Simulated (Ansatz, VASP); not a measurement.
## Two plane-wave programs on CdGe3

```
Cd Ge
1.0
    -2.14249    2.14249    4.71801
     2.14249   -2.14249    4.71801
     2.14249    2.14249   -4.71801
Cd Ge
1 3
Direct
  0.00000 0.00000 0.00000
  0.50000 0.50000 0.00000
  0.25000 0.75000 0.50000
  0.75000 0.25000 0.50000
```

Alike in both runs: task single point; functional PBE; k mesh 9 × 9 × 9; occupations fermi-dirac, width 0.05 eV; no spin polarisation.

|  | VASP | Ansatz |
| --- | --- | --- |
| version | VASP 6.6.1 | Ansatz 0.2.0 |
| potentials or method | VASP PAW PBE potentials, release 64 (Cd, Ge_d) | Ansatz PAW |
| plane-wave cutoff (eV) | 520 | 420 |
| valence electrons in the cell | 54 | 62 |

Ansatz gave:

| Quantity | Value |
| --- | --- |
| gap on the k mesh at the Fermi level (eV) | none |
| pressure (GPa) | -2.7 |
| traceless stress, the component that is largest in VASP (GPa) | 0.65 |

Q: Estimate VASP's values.

A: gap on the k mesh at the Fermi level (eV): none; pressure (GPa): -2.6; traceless stress, the component that is largest in VASP (GPa): 0.64.

A gap of «none» marks a metal or a gap that the smearing closes. VASP's potentials hold 54 valence electrons a cell and Ansatz's 62, so a difference there can come from the potentials and not from the codes.
